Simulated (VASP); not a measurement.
Set up this calculation in VASP 6.6.1, as the native input.

| Item | Value |
| --- | --- |
| Task | relaxation of cell and atoms |
| Functional | PBEsol |
| Potentials or basis | VASP PAW PBE potentials, release 64 (Ru_pv, S) |
| Cutoff | 600 eV |
| k mesh | 5 × 5 × 5 |
| Occupations | fermi-dirac, width 0.05 eV |
| Spin | no spin polarisation |
| Dipole correction | no |
| Further INCAR settings | ALGO = Normal; EDIFF = 1e-06; IBRION = 2; EDIFFG = -0.01; NSW = 60; ISIF = 3 |

The structure of RuS2 lies in POSCAR:

```
RuS2
1.0
    5.6106000000      0.0000000000      0.0000000000
    0.0000000000      5.6106000000      0.0000000000
    0.0000000000      0.0000000000      5.6106000000
Ru S
4 8
Direct
    0.0000000000      0.5000000000      0.5000000000
    0.5000000000      0.5000000000      0.0000000000
    0.5000000000      0.0000000000      0.5000000000
    0.0000000000      0.0000000000      0.0000000000
    0.3883100000      0.1116900000      0.8883100000
    0.1116900000      0.8883100000      0.3883100000
    0.8883100000      0.3883100000      0.1116900000
    0.6116900000      0.6116900000      0.6116900000
    0.6116900000      0.8883100000      0.1116900000
    0.8883100000      0.1116900000      0.6116900000
    0.1116900000      0.6116900000      0.8883100000
    0.3883100000      0.3883100000      0.3883100000
```

The input as run:

INCAR

```
SYSTEM = RuS2
  PREC = Accurate
  ENCUT = 600
  EDIFF = 1E-6
  ISMEAR = -1
  SIGMA = 0.05
  LREAL = .FALSE.
  LASPH = .TRUE.
  NELM = 60
  ALGO = Normal
  ISIF = 3
  LWAVE = .FALSE.
  LCHARG = .FALSE.
  GGA = PS
  IBRION = 2
  NSW = 60
  EDIFFG = -0.01
```

KPOINTS

```
Automatic mesh
0
G
  5 5 5
  0 0 0
```

Potentials or basis: VASP PAW PBE potentials, release 64 (Ru_pv, S).

Command:

```bash
$ cat potpaw_PBE.64/Ru_pv/POTCAR potpaw_PBE.64/S/POTCAR > POTCAR
$ mpirun -np 1 vasp_std > vasp.out
```

Results of the run:

```
Relaxed volume                        : 14.48 Å³/atom
Relaxed cell                          : a = 5.580 Å, b = 5.580 Å, c = 5.580 Å, α = 90.00°, β = 90.00°, γ = 90.00°
Space group after relaxing (to 0.1 Å) : Pa-3 (No. 205)
Energy gained by relaxing             : 4.2 meV/atom
Ionic steps                           : 5
Pressure after relaxing               : 0.0 GPa
Band gap on the k mesh                : 0.50 eV (least direct gap 0.76 eV)
```

Caveat: the PAW data sets were made with another functional, which shifts forces and pressure a little; an odd mesh through Γ misses points on the zone boundary, where band edges can lie.

It took 5.4 min on 1 thread of AMD EPYC 9R45 96-Core Processor (Zen 5), on a shared host, peak memory 0.36 GiB.
